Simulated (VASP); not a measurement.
# BaZrO3 (Pm-3m) in VASP: single point with PBE

Aim: the single point of BaZrO3 with PBE.

Everything below comes from runs of VASP 6.6.1. Logs are shortened: lines on timing, memory, paths and dates and some standing lists are left out, and cuts for length are marked.

### 1 The cell of the first run

Symmetry: Pm-3m, No. 221, cubic system. Conventional cell: a = 4.191 Å, b = 4.191 Å, c = 4.191 Å, α = 90.00°, β = 90.00°, γ = 90.00°. Within 3.9 Å of Ba (site symmetry m-3m) lie 12 O at 2.96 Å and 8 Zr at 3.63 Å. Within 2.8 Å of Zr (site symmetry m-3m) lie 6 O at 2.10 Å. Within 2.8 Å of O (site symmetry 4/mmm) lie 2 Zr at 2.10 Å.

### 2 Single point, PBE

The input, INCAR:

```
ALGO     = Normal         # electronic algorithm
EDIFF    = 1E-7           # SCF threshold, eV
ENCUT    = 520            # plane-wave cutoff, eV
GGA      = PE             # functional
ISIF     = 2              # what is computed and relaxed
ISMEAR   = 0              # smearing method
LASPH    = T              # aspherical terms in the spheres
LCHARG   = F              # write CHGCAR
LREAL    = F              # projectors in reciprocal space
LWAVE    = F              # write WAVECAR
NBANDS   = 28             # bands
NELM     = 100            # most SCF steps
PREC     = Accurate       # precision mode
SIGMA    = 0.01           # smearing width, eV
```

The input, KPOINTS:

```
k-points
0
Gamma
  6 6 6
```

The input, POSCAR:

```
BaZrO3
1.0
    4.1913400000      0.0000000000      0.0000000000
    0.0000000000      4.1913400000      0.0000000000
    0.0000000000      0.0000000000      4.1913400000
Ba Zr O
1 1 3
Direct
    0.0000000000      0.0000000000      0.0000000000
    0.5000000000      0.5000000000      0.5000000000
    0.0000000000      0.5000000000      0.5000000000
    0.5000000000      0.0000000000      0.5000000000
    0.5000000000      0.5000000000      0.0000000000
```

Potentials or basis: VASP PAW PBE potentials, release 64 (Ba_sv, Zr_sv, O).

Started as:

```console
cat potpaw_PBE.64/Ba_sv/POTCAR potpaw_PBE.64/Zr_sv/POTCAR potpaw_PBE.64/O/POTCAR > POTCAR
mpirun -np 1 vasp_std > vasp.out
```

OUTCAR:

```text
EDIFF = 1E-7
   ENCUT = 520
   GGA = PE
   ISIF = 2
   ISMEAR = 0
   LASPH = T
   LREAL = F
   NELM = 100
   PREC = Accurate

 ion  position               nearest neighbor table
   1  0.000  0.000  0.000-   3 2.96   4 2.96   5 2.96   3 2.96   4 2.96   3 2.96   5 2.96   3 2.96
                             4 2.96   5 2.96   4 2.96   5 2.96   2 3.63   2 3.63   2 3.63   2 3.63
   2  0.500  0.500  0.500-   3 2.10   4 2.10   5 2.10   5 2.10   4 2.10   3 2.10   1 3.63   1 3.63
                             1 3.63   1 3.63   1 3.63   1 3.63   1 3.63   1 3.63
   3  0.000  0.500  0.500-   2 2.10   2 2.10   1 2.96   1 2.96   1 2.96   1 2.96
   4  0.500  0.000  0.500-   2 2.10   2 2.10   1 2.96   1 2.96   1 2.96   1 2.96
   5  0.500  0.500  0.000-   2 2.10   2 2.10   1 2.96   1 2.96   1 2.96   1 2.96

  LATTYP: Found a simple cubic cell.
 ALAT       =     4.1913400000

  Lattice vectors:

 A1 = (   4.1913400000,   0.0000000000,   0.0000000000)
 A2 = (   0.0000000000,   4.1913400000,   0.0000000000)
 A3 = (   0.0000000000,   0.0000000000,   4.1913400000)

Analysis of symmetry for initial positions (statically):
=====================================================================
 Subroutine PRICEL returns:
 Original cell was already a primitive cell.

 Routine SETGRP: Setting up the symmetry group for a
 simple cubic supercell.

 Subroutine GETGRP returns: Found 48 space group operations
 (whereof 48 operations were pure point group operations)
 out of a pool of 48 trial point group operations.

The static configuration has the point symmetry O_h .

Analysis of symmetry for dynamics (positions and initial velocities):
=====================================================================
 Subroutine PRICEL returns:
 Original cell was already a primitive cell.

 Routine SETGRP: Setting up the symmetry group for a
 simple cubic supercell.

 Subroutine GETGRP returns: Found 48 space group operations
 (whereof 48 operations were pure point group operations)
 out of a pool of 48 trial point group operations.

The dynamic configuration has the point symmetry O_h .

 Subroutine INISYM returns: Found 48 space group operations
 (whereof 48 operations are pure point group operations),
 and found     1 'primitive' translations

----------------------------------------------------------------------------------------

                                     Primitive cell

  volume of cell :      73.6307

  direct lattice vectors                    reciprocal lattice vectors
     4.191340000  0.000000000  0.000000000     0.238587182  0.000000000  0.000000000
     0.000000000  4.191340000  0.000000000     0.000000000  0.238587182  0.000000000
     0.000000000  0.000000000  4.191340000     0.000000000  0.000000000  0.238587182

  length of vectors
     4.191340000  4.191340000  4.191340000     0.238587182  0.238587182  0.238587182

  position of ions in fractional coordinates (direct lattice)
     0.000000000  0.000000000  0.000000000
     0.500000000  0.500000000  0.500000000
     0.000000000  0.500000000  0.500000000
     0.500000000  0.000000000  0.500000000
     0.500000000  0.500000000  0.000000000

  ion indices of the primitive-cell ions
   primitive index   ion index
                 1           1
                 2           2
                 3           3
                 4           4
                 5           5

----------------------------------------------------------------------------------------

 KPOINTS: k-points

Automatic generation of k-mesh.
 Grid dimensions read from file:
 generate k-points for:    6    6    6

 Generating k-lattice:

  Cartesian coordinates                     Fractional coordinates (reciprocal lattice)
     0.039764530  0.000000000  0.000000000     0.166666667  0.000000000  0.000000000
     0.000000000  0.039764530  0.000000000     0.000000000  0.166666667  0.000000000
     0.000000000  0.000000000  0.039764530     0.000000000  0.000000000  0.166666667

  Length of vectors
     0.039764530  0.039764530  0.039764530

  Shift w.r.t. Gamma in fractional coordinates (k-lattice)
     0.000000000  0.000000000  0.000000000

 Subroutine IBZKPT returns following result:
 ===========================================

 Found     20 irreducible k-points:

 Following reciprocal coordinates:
            Coordinates               Weight
  0.000000  0.000000  0.000000      1.000000
  0.166667  0.000000  0.000000      6.000000
  0.333333  0.000000  0.000000      6.000000
  0.500000  0.000000  0.000000      3.000000
  0.166667  0.166667  0.000000     12.000000
  0.333333  0.166667  0.000000     24.000000
[... 12 lines left out ...]
  0.500000  0.500000  0.333333      6.000000
  0.500000  0.500000  0.500000      1.000000
   k-points           NKPTS =     20   k-points in BZ     NKDIM =     20   number of bands    NBANDS=     28
   number of dos      NEDOS =    301   number of ions     NIONS =      5
   total plane-waves  NPLWV =  32768
   dimension x,y,z NGX =    32 NGY =   32 NGZ =   32
   dimension x,y,z NGXF=    64 NGYF=   64 NGZF=   64
   ions per type =               1   1   3
   NGX,Y,Z   is equivalent  to a cutoff of  12.69, 12.69, 12.69 a.u.
   NGXF,Y,Z  is equivalent  to a cutoff of  25.39, 25.39, 25.39 a.u.
 SYSTEM =  unknown system
   PREC   = accura    normal or accurate (medium, high low for compatibility)
   ISTART =      0    job   : 0-new  1-cont  2-samecut
   ICHARG =      2    charge: 1-file 2-atom 10-const
   ISPIN  =      1    spin polarized calculation?
   LNONCOLLINEAR =      F non collinear calculations
   LSORBIT =      F    spin-orbit coupling
   LASPH  =      T    aspherical Exc in radial PAW
   ENCUT  =  520.0 eV  38.22 Ry    6.18 a.u.   7.79  7.79  7.79*2*pi/ulx,y,z
   NELM   =    100;   NELMIN=  2; NELMDL= -5     # of ELM steps
   EDIFF  = 0.1E-06   stopping-criterion for ELM
   LREAL  =      F    real-space projection
   EDIFFG = 0.1E-05   stopping-criterion for IOM
   NSW    =      0    number of steps for IOM
   IBRION =     -1    ionic relax: 0-MD 1-quasi-New 2-CG
   NFREE  =      0    steps in history (QN), initial steepest desc. (CG)
   ISIF   =      2    stress and relaxation
   ISYM   =      2    0-nonsym 1-usesym 2-fastsym
   POTIM  = 0.5000    time-step for ionic-motion
   TEBEG  =    0.0;   TEEND  =   0.0 temperature during run
   PSTRESS=    0.0 pullay stress
   NELECT =      40.0000    total number of electrons
   NUPDOWN=      -1.0000    fix difference up-down
   EMIN   =  10.00;   EMAX   =-10.00  energy-range for DOS
   EFERMI =   0.00;   METHOD = LEGACY
   ISMEAR =     0;   SIGMA  =   0.01  broadening in eV -4-tet -1-fermi 0-gaus
   EFERMI_NEDOS =   21; number of points for ismear=-14 and -15
   IALGO  =     38    algorithm
   IMIX   =      4    mixing-type and parameters
     AMIX     =   0.40;   BMIX     =  1.00
     AMIX_MAG =   1.60;   BMIX_MAG =  1.00
  volume/ion in A,a.u.               =      14.73        99.38
  Fermi-wavevector in a.u.,A,eV,Ry     =   1.335802  2.524299 24.277770  1.784366
  Thomas-Fermi vector in A             =   2.464478
   LORBIT       =      0    0 simple, 1 ext, 2 COOP (PROOUT), +10 PAW based schemes
   GGA     = PE    functional components
   LHFCALC =     F    Hartree Fock is set to
   AEXX    =    0.0000 exact exchange contribution
   IVDW    =     0    specifies the selected vdW correction
   LEPSILON=     F    determine dielectric tensor
   LRPA    =     F    only Hartree local field effects (RPA)
 non-spin polarized calculation
 Gauss-broadening in eV      SIGMA  =   0.01
  energy-cutoff  :      520.00
  volume of cell :       73.63
 maximum number of plane-waves:      2008
 NGX is ok and might be reduce to    32
   NGX = 15   NGY = 15   NGZ = 15

 number of electron      40.0000000 magnetization

 Free energy of the ion-electron system (eV)
  ---------------------------------------------------
  ext. energy  EPLUGINS =         0.00000000
  ---------------------------------------------------
  free energy    TOTEN  =       -41.68614465 eV

  energy without entropy =      -41.68614465  energy(sigma->0) =      -41.68614465

 E-fermi :   3.9577     XC(G=0): -10.7713

 val. band max:        3.7892290041   @ k =   0.5000   0.5000   0.5000
 cond. band min:       6.9786319038   @ k =   0.0000   0.0000   0.0000
 fundamental gap:      3.1894028997
 Fermi energy:         3.9576959208

 k-point     1 :       0.0000    0.0000    0.0000
  band No.  band energies     occupation
      1     -43.2297      2.00000
      2     -21.5265      2.00000
      3     -21.3909      2.00000
      4     -21.3909      2.00000
      5     -21.3909      2.00000
      6     -12.5826      2.00000
[... 20 lines left out ...]
     27      11.2367      0.00000
     28      11.2367      0.00000

 k-point     2 :       0.1667    0.0000    0.0000
  band No.  band energies     occupation
      1     -43.2289      2.00000
      2     -21.6044      2.00000
      3     -21.3892      2.00000
      4     -21.3892      2.00000
      5     -21.3617      2.00000
      6     -12.5893      2.00000
[... 20 lines left out ...]
     27      11.2377      0.00000
     28      11.9786      0.00000

 k-point     3 :       0.3333    0.0000    0.0000
  band No.  band energies     occupation
      1     -43.2272      2.00000
      2     -21.7350      2.00000
      3     -21.3857      2.00000
      4     -21.3857      2.00000
      5     -21.3233      2.00000
      6     -12.6941      2.00000
[... 20 lines left out ...]
     27      11.3894      0.00000
     28      11.6402      0.00000

 k-point     4 :       0.5000    0.0000    0.0000
  band No.  band energies     occupation
      1     -43.2264      2.00000
      2     -21.7952      2.00000
      3     -21.3840      2.00000
      4     -21.3840      2.00000
      5     -21.3068      2.00000
      6     -12.7538      2.00000
[... 454 lines left out ...]
     27      12.0472      0.00000
     28      12.7320      0.00000

 k-point    19 :       0.5000    0.5000    0.3333
  band No.  band energies     occupation
      1     -43.2205      2.00000
      2     -21.6272      2.00000
      3     -21.6272      2.00000
      4     -21.5656      2.00000
      5     -21.4059      2.00000
      6     -11.6495      2.00000
[... 20 lines left out ...]
     27      12.3071      0.00000
     28      13.0553      0.00000

 k-point    20 :       0.5000    0.5000    0.5000
  band No.  band energies     occupation
      1     -43.2197      2.00000
      2     -21.6248      2.00000
      3     -21.6248      2.00000
      4     -21.6248      2.00000
      5     -21.3969      2.00000
      6     -11.3657      2.00000
[... 20 lines left out ...]
     27      12.9334      0.00000
     28      12.9334      0.00000

------------------------ aborting loop because EDIFF is reached ----------------------------------------

  FORCE on cell =-STRESS in cart. coord.  units (eV):
  Direction    XX          YY          ZZ          XY          YZ          ZX
  --------------------------------------------------------------------------------------
  -------------------------------------------------------------------------------------
  Total        2.3429049      2.3429049      2.3429049      0.0000000      0.0000000     -0.0000000
  in kB       50.9807902     50.9807902     50.9807902      0.0000000      0.0000000     -0.0000000
  external PRESSURE =      50.9807902 kB  Pullay stress =       0.0000000 kB

 VOLUME and BASIS-vectors are now :
 -----------------------------------------------------------------------------
  energy-cutoff  :      520.00
  volume of cell :       73.63
      direct lattice vectors                 reciprocal lattice vectors
     4.191340000  0.000000000  0.000000000     0.238587182  0.000000000  0.000000000
     0.000000000  4.191340000  0.000000000     0.000000000  0.238587182  0.000000000
     0.000000000  0.000000000  4.191340000     0.000000000  0.000000000  0.238587182

 POSITION                                       TOTAL-FORCE (eV/Angst)
 -----------------------------------------------------------------------------------
      0.00000      0.00000      0.00000         0.000000      0.000000      0.000000
      2.09567      2.09567      2.09567         0.000000      0.000000      0.000000
      0.00000      2.09567      2.09567         0.000000      0.000000      0.000000
      2.09567      0.00000      2.09567         0.000000      0.000000      0.000000
      2.09567      2.09567      0.00000         0.000000      0.000000      0.000000
 -----------------------------------------------------------------------------------
    total drift:                                0.000000     -0.000000     -0.000000

  FREE ENERGIE OF THE ION-ELECTRON SYSTEM (eV)
  ---------------------------------------------------
  free  energy   TOTEN  =       -41.6861446486 eV

  energy  without entropy=      -41.6861446486  energy(sigma->0) =      -41.68614465
```

It took 24 s on 1 thread of Intel Xeon Platinum 8488C (Sapphire Rapids), shared host; peak memory 0.2 GiB.

What came out:

```
Free energy            : -41.6861 eV
Pressure               : 5.1 GPa
Band gap on the k mesh : 3.19 eV, indirect (least direct gap 3.41 eV)
```

Caveat: spin-orbit coupling is left out, which moves the levels of the heavy elements. A k mesh can miss the band edges.
